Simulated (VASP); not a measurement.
# TaAlCl6: single point with PBE

Crystal: TaAlCl6.

```
Ta Al Cl
1.0
     6.50207    3.75397    2.05477
    -6.50207    3.75397    2.05477
     0.00000   -7.50794    2.05477
Ta Al Cl
1 1 6
Cartesian
  0.0000 0.0000 3.0822
  0.0000 0.0000 0.0000
  0.0000 1.8652 1.4410
  -1.6153 -0.9326 1.4410
  1.6153 -0.9326 1.4410
  1.6153 0.9326 4.7233
  0.0000 -1.8652 4.7233
  -1.6153 0.9326 4.7233
```

```
Program             : VASP 6.6.1
Task                : single point
Functional          : PBE
Potentials or basis : VASP PAW PBE potentials, release 64 (Ta_pv, Al, Cl)
Cutoff              : 500 eV
k mesh              : 6 × 6 × 6
Occupations         : gaussian, width 0.1 eV
Spin                : collinear spin
Starting moments    : [1.17, 0.0, 0.0, 0.0, 0.0, 0.0, 0.0, 0.0] μB
```

| Property | Result |
| --- | --- |
| Pressure | -0.1 GPa |
| Largest force | 0.014 eV/Å |
| Band gap on the k mesh | zero (filled and empty bands overlap) |
| Net moment | 2.00 μB per cell |
| Site moments | Ta +1.36; Al +0.01; Cl +0.00 μB |
| Valence electrons inside the program's atomic spheres | Ta 8.69; Al 0.62; Cl 5.13 |

Forces in eV/Å, atoms in the order of the input:
```
Ta   0.000  0.000  0.000
Al   0.000  0.000  0.000
Cl   0.000 -0.005 -0.013
Cl   0.004  0.003 -0.013
Cl  -0.004  0.003 -0.013
Cl  -0.004 -0.003  0.013
Cl   0.000  0.005  0.013
Cl   0.004 -0.003  0.013
```

Levels at points of the mesh, in eV from the Fermi level:
Spin up:
```csv
k point,band 25,band 26,band 27,band 28,band 29,band 30,band 31,band 32,band 33,band 34
"(0.00, 0.00, 0.00)",-3.98,-3.98,-3.39,-0.84,0.11,0.11,1.71,2.79,2.79,3.09
"(0.50, 0.00, 0.00)",-3.86,-3.82,-3.65,-0.11,-0.10,-0.10,2.29,2.69,2.82,4.29
"(0.50, 0.50, 0.00)",-4.03,-3.99,-3.42,-0.84,0.07,0.12,2.18,2.79,2.80,3.90
"(0.50, 0.50, 0.50)",-3.91,-3.82,-3.60,-0.12,-0.12,0.00,2.00,2.70,2.70,4.37
```
Spin down:
```
           k point  band 24  band 25  band 26  band 27  band 28  band 29  band 30  band 31
(0.00, 0.00, 0.00)    -4.05    -3.96    -3.96    -3.36     0.54     1.30     1.30     1.79
(0.50, 0.00, 0.00)    -3.90    -3.85    -3.79    -3.62     1.09     1.10     1.21     2.36
(0.50, 0.50, 0.00)    -4.09    -4.01    -3.96    -3.40     0.53     1.25     1.31     2.29
(0.50, 0.50, 0.50)    -3.90    -3.90    -3.79    -3.57     1.08     1.08     1.34     2.07
```

Wall time 6.5 min on 4 MPI ranks on AMD EPYC 7R43 64-Core Processor (Zen 3), on a shared host, peak memory 0.99 GiB a rank.

Caveat: spin-orbit coupling is left out, which moves the levels of the heavy elements.
